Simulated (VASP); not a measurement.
Write the native input for VASP 6.6.1 that does the following.

* Task: single point
* Functional: RPBE
* Potentials or basis: VASP PAW PBE potentials, release 64 (Pt)
* Cutoff: 520 eV
* k mesh: 15 × 15 × 8
* Occupations: fermi-dirac, width 0.1 eV
* Spin: no spin polarisation
* Dipole correction: no
* Further INCAR settings: ALGO = Normal; EDIFF = 1e-06; NBANDS = 17

The structure of Pt lies in POSCAR:

```
Pt
1.0
    2.7445330313      0.0000000000      0.0000000000
   -1.3722665157      2.3768353266      0.0000000000
    0.0000000000      0.0000000000      4.7231368662
Pt
2
Direct
    0.3333333333      0.6666666667      0.2500000000
    0.6666666667      0.3333333333      0.7500000000
```

This cell differs from its parent crystal: volume scaled by 0.96.

These files were run (other wordings do the same):

INCAR

```
  PREC = Accurate
  ENCUT = 520
  EDIFF = 1E-6
  ISMEAR = -1
  SIGMA = 0.1
  LREAL = F
  LASPH = T
  NELM = 100
  ALGO = Normal
  ISIF = 2
  LWAVE = F
  LCHARG = F
  GGA = RP
  NBANDS = 17
```

KPOINTS

```
regular mesh
0
Gamma
  15 15 8
```

Potentials or basis: VASP PAW PBE potentials, release 64 (Pt).

Command:

```console
$ cat potpaw_PBE.64/Pt/POTCAR > POTCAR
$ mpirun -np 1 vasp_std > vasp.out
```

It gave:

```yaml
Pressure: 9.7 GPa
Band_gap_on_the_k_mesh: zero (band 10 reaches 11.35 eV, above the bottom of band 11 at 10.08 eV)
```

Caveat: the PAW data sets were made with another functional, which shifts forces and pressure a little; spin-orbit coupling is left out, which moves the levels of the heavy elements.

Wall time 23 s on 1 thread of AMD EPYC 9R45 96-Core Processor (Zen 5), on a shared host, peak memory 0.15 GiB.
